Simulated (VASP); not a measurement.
# WC (Fm-3m) in VASP: notebook, part 2 of 2

VASP 6.6.1.

## 3. Single point, PBE

This run uses another cell than the first one, of 10.96 Å³/atom, 1.020 times its volume.

INCAR

```
  PREC = Accurate
  ENCUT = 520
  EDIFF = 1E-7
  ISMEAR = -1
  SIGMA = 0.05
  LREAL = F
  LASPH = T
  NELM = 80
  ALGO = Normal
  ISIF = 2
  LWAVE = F
  LCHARG = F
  GGA = PE
  NBANDS = 16
```

KPOINTS

```
Automatic mesh
0
Gamma
  10 10 10
```

POSCAR

```
WC
1.0
    0.0000000000      2.2215384142      2.2215384142
    2.2215384142      0.0000000000      2.2215384142
    2.2215384142      2.2215384142      0.0000000000
W C
1 1
Direct
    0.0000000000      0.0000000000      0.0000000000
    0.5000000000      0.5000000000      0.5000000000
```

Potentials or basis: VASP PAW PBE potentials, release 64 (W_sv, C).

On the command line:

```console
$ cat potpaw_PBE.64/W_sv/POTCAR potpaw_PBE.64/C/POTCAR > POTCAR
$ mpirun -np 1 vasp_std > vasp.out
```

OUTCAR:

```text
PREC = Accurate
   ENCUT = 520
   EDIFF = 1E-7
   ISMEAR = -1
   LREAL = F
   LASPH = T
   NELM = 80
   ISIF = 2
   GGA = PE

 ion  position               nearest neighbor table
   1  0.000  0.000  0.000-   2 2.22   2 2.22   2 2.22   2 2.22   2 2.22   2 2.22
   2  0.500  0.500  0.500-   1 2.22   1 2.22   1 2.22   1 2.22   1 2.22   1 2.22

  LATTYP: Found a face centered cubic cell.
 ALAT       =     4.4430768284

  Lattice vectors:

 A1 = (   0.0000000000,   2.2215384142,   2.2215384142)
 A2 = (   2.2215384142,   0.0000000000,   2.2215384142)
 A3 = (   2.2215384142,   2.2215384142,   0.0000000000)

Analysis of symmetry for initial positions (statically):
=====================================================================
 Subroutine PRICEL returns:
 Original cell was already a primitive cell.

 Routine SETGRP: Setting up the symmetry group for a
 face centered cubic supercell.

 Subroutine GETGRP returns: Found 48 space group operations
 (whereof 48 operations were pure point group operations)
 out of a pool of 48 trial point group operations.

The static configuration has the point symmetry O_h .

Analysis of symmetry for dynamics (positions and initial velocities):
=====================================================================
 Subroutine PRICEL returns:
 Original cell was already a primitive cell.

 Routine SETGRP: Setting up the symmetry group for a
 face centered cubic supercell.

 Subroutine GETGRP returns: Found 48 space group operations
 (whereof 48 operations were pure point group operations)
 out of a pool of 48 trial point group operations.

The dynamic configuration has the point symmetry O_h .

 Subroutine INISYM returns: Found 48 space group operations
 (whereof 48 operations are pure point group operations),
 and found     1 'primitive' translations

----------------------------------------------------------------------------------------

                                     Primitive cell

  volume of cell :      21.9276

  direct lattice vectors                    reciprocal lattice vectors
     0.000000000  2.221538414  2.221538414    -0.225069257  0.225069257  0.225069257
     2.221538414  0.000000000  2.221538414     0.225069257 -0.225069257  0.225069257
     2.221538414  2.221538414  0.000000000     0.225069257  0.225069257 -0.225069257

  length of vectors
     3.141729755  3.141729755  3.141729755     0.389831388  0.389831388  0.389831388

  position of ions in fractional coordinates (direct lattice)
     0.000000000  0.000000000  0.000000000
     0.500000000  0.500000000  0.500000000

  ion indices of the primitive-cell ions
   primitive index   ion index
                 1           1
                 2           2

----------------------------------------------------------------------------------------

 KPOINTS: Automatic mesh

Automatic generation of k-mesh.
 Grid dimensions read from file:
 generate k-points for:   10   10   10

 Generating k-lattice:

  Cartesian coordinates                     Fractional coordinates (reciprocal lattice)
    -0.022506926  0.022506926  0.022506926     0.100000000  0.000000000  0.000000000
     0.022506926 -0.022506926  0.022506926     0.000000000  0.100000000  0.000000000
     0.022506926  0.022506926 -0.022506926     0.000000000  0.000000000  0.100000000

  Length of vectors
     0.038983139  0.038983139  0.038983139

  Shift w.r.t. Gamma in fractional coordinates (k-lattice)
     0.000000000  0.000000000  0.000000000

 Subroutine IBZKPT returns following result:
 ===========================================

 Found     47 irreducible k-points:

 Following reciprocal coordinates:
            Coordinates               Weight
  0.000000  0.000000  0.000000      1.000000
  0.100000  0.000000  0.000000      8.000000
  0.200000  0.000000  0.000000      8.000000
  0.300000  0.000000  0.000000      8.000000
  0.400000  0.000000  0.000000      8.000000
  0.500000  0.000000  0.000000      4.000000
[... 16 lines left out ...]
  0.300000  0.300000  0.000000      6.000000
  0.400000  0.300000  0.000000     24.000000
 [... further k-points ...]
   k-points           NKPTS =     47   k-points in BZ     NKDIM =     47   number of bands    NBANDS=     16
   number of dos      NEDOS =    301   number of ions     NIONS =      2
   total plane-waves  NPLWV =  13824
   dimension x,y,z NGX =    24 NGY =   24 NGZ =   24
   dimension x,y,z NGXF=    48 NGYF=   48 NGZF=   48
   ions per type =               1   1
   NGX,Y,Z   is equivalent  to a cutoff of  12.70, 12.70, 12.70 a.u.
   NGXF,Y,Z  is equivalent  to a cutoff of  25.40, 25.40, 25.40 a.u.
 SYSTEM =  unknown system
   PREC   = accura    normal or accurate (medium, high low for compatibility)
   ISTART =      0    job   : 0-new  1-cont  2-samecut
   ICHARG =      2    charge: 1-file 2-atom 10-const
   ISPIN  =      1    spin polarized calculation?
   LNONCOLLINEAR =      F non collinear calculations
   LSORBIT =      F    spin-orbit coupling
   LASPH  =      T    aspherical Exc in radial PAW
   ENCUT  =  520.0 eV  38.22 Ry    6.18 a.u.   5.84  5.84  5.84*2*pi/ulx,y,z
   NELM   =     80;   NELMIN=  2; NELMDL= -5     # of ELM steps
   EDIFF  = 0.1E-06   stopping-criterion for ELM
   LREAL  =      F    real-space projection
   EDIFFG = 0.1E-05   stopping-criterion for IOM
   NSW    =      0    number of steps for IOM
   IBRION =     -1    ionic relax: 0-MD 1-quasi-New 2-CG
   NFREE  =      0    steps in history (QN), initial steepest desc. (CG)
   ISIF   =      2    stress and relaxation
   ISYM   =      2    0-nonsym 1-usesym 2-fastsym
   POTIM  = 0.5000    time-step for ionic-motion
   TEBEG  =    0.0;   TEEND  =   0.0 temperature during run
   PSTRESS=    0.0 pullay stress
   NELECT =      18.0000    total number of electrons
   NUPDOWN=      -1.0000    fix difference up-down
   EMIN   =  10.00;   EMAX   =-10.00  energy-range for DOS
   EFERMI =   0.00;   METHOD = LEGACY
   ISMEAR =    -1;   SIGMA  =   0.05  broadening in eV -4-tet -1-fermi 0-gaus
   EFERMI_NEDOS =   21; number of points for ismear=-14 and -15
   IALGO  =     38    algorithm
   IMIX   =      4    mixing-type and parameters
     AMIX     =   0.40;   BMIX     =  1.00
     AMIX_MAG =   1.60;   BMIX_MAG =  1.00
  volume/ion in A,a.u.               =      10.96        73.99
  Fermi-wavevector in a.u.,A,eV,Ry     =   1.532858  2.896681 31.968966  2.349653
  Thomas-Fermi vector in A             =   2.640005
   LORBIT       =      0    0 simple, 1 ext, 2 COOP (PROOUT), +10 PAW based schemes
   GGA     = PE    functional components
   LHFCALC =     F    Hartree Fock is set to
   AEXX    =    0.0000 exact exchange contribution
   IVDW    =     0    specifies the selected vdW correction
   LEPSILON=     F    determine dielectric tensor
   LRPA    =     F    only Hartree local field effects (RPA)
 non-spin polarized calculation
  energy-cutoff  :      520.00
  volume of cell :       21.93
 maximum number of plane-waves:       609
   NGX = 11   NGY = 11   NGZ = 11

 number of electron      18.0000003 magnetization

 Free energy of the ion-electron system (eV)
  ---------------------------------------------------
  ext. energy  EPLUGINS =         0.00000000
  ---------------------------------------------------
  free energy    TOTEN  =       -21.53361129 eV

  energy without entropy =      -21.52685858  energy(sigma->0) =      -21.53023493

 E-fermi :  11.8521     XC(G=0): -13.4971

 val. band max:       11.7532324289   @ k =   0.3000   0.2000   0.1000
 cond. band min:      11.9035135444   @ k =  -0.3000   0.3000   0.1000
 fundamental gap:      0.1502811155
 Fermi energy:        11.8520946495

 k-point     1 :       0.0000    0.0000    0.0000
  band No.  band energies     occupation
      1     -63.6524      2.00000
      2     -27.6486      2.00000
      3     -27.6486      2.00000
      4     -27.6486      2.00000
      5      -3.6505      2.00000
      6       9.2100      2.00000
[... 8 lines left out ...]
     15      21.5346      0.00000
     16      34.2948      0.00000

 k-point     2 :       0.1000    0.0000    0.0000
  band No.  band energies     occupation
      1     -63.6493      2.00000
      2     -27.6984      2.00000
      3     -27.6541      2.00000
      4     -27.6541      2.00000
      5      -3.3863      2.00000
      6       8.3212      2.00000
[... 8 lines left out ...]
     15      22.1393      0.00000
     16      31.7810      0.00000
[... 387 lines left out ...]
      5      -1.6079      2.00000
      6       4.8685      2.00000
[... 8 lines left out ...]
     15      23.9243      0.00000
     16      26.9586      0.00000

 k-point    24 :       0.4000    0.3000    0.0000
  band No.  band energies     occupation
      1     -63.6199      2.00000
      2     -28.0175      2.00000
      3     -27.8008      2.00000
      4     -27.7857      2.00000
      5      -1.2831      2.00000
      6       4.9654      2.00000
[... 8 lines left out ...]
     15      23.2157      0.00000
     16      26.7943      0.00000

 [... further k-points ...]
[... 5 lines left out ...]
  --------------------------------------------------------------------------------------
  -------------------------------------------------------------------------------------
  Total       -1.8701299     -1.8701299     -1.8701299     -0.0000000     -0.0000000      0.0000000
  in kB     -136.6440953   -136.6440953   -136.6440953     -0.0000000     -0.0000000      0.0000000
  external PRESSURE =    -136.6440953 kB  Pullay stress =       0.0000000 kB

 VOLUME and BASIS-vectors are now :
 -----------------------------------------------------------------------------
  energy-cutoff  :      520.00
  volume of cell :       21.93
      direct lattice vectors                 reciprocal lattice vectors
     0.000000000  2.221538414  2.221538414    -0.225069257  0.225069257  0.225069257
     2.221538414  0.000000000  2.221538414     0.225069257 -0.225069257  0.225069257
     2.221538414  2.221538414  0.000000000     0.225069257  0.225069257 -0.225069257

 POSITION                                       TOTAL-FORCE (eV/Angst)
 -----------------------------------------------------------------------------------
      0.00000      0.00000      0.00000         0.000000      0.000000      0.000000
      2.22154      2.22154      2.22154         0.000000      0.000000      0.000000
 -----------------------------------------------------------------------------------
    total drift:                                0.000000     -0.000000     -0.000000

  FREE ENERGIE OF THE ION-ELECTRON SYSTEM (eV)
  ---------------------------------------------------
  free  energy   TOTEN  =       -21.5336112865 eV

  energy  without entropy=      -21.5268585775  energy(sigma->0) =      -21.53023493
```

stdout:

```text
POSCAR found type information on POSCAR W C
 POSCAR found :  2 types and       2 ions
 scaLAPACK will be used
 LDA part: xc-table for (Slater+PW92), standard interpolation
 POSCAR, INCAR and KPOINTS ok, starting setup
 FFT: planning ... GRIDC
 FFT: planning ... GRID_SOFT
 FFT: planning ... GRID
 WAVECAR not read
 entering main loop
```

Wall time 7.6 s (1 thread of Intel Xeon 6975P-C (Granite Rapids), shared host); peak memory 0.15 GiB.

What came out:

```
Free energy            : -21.5336 eV
Pressure               : -13.7 GPa
Band gap on the k mesh : zero (band 9 reaches 12.78 eV, above the bottom of band 10 at 9.79 eV)
```

Caveat: spin-orbit coupling is left out, which moves the levels of the heavy elements.
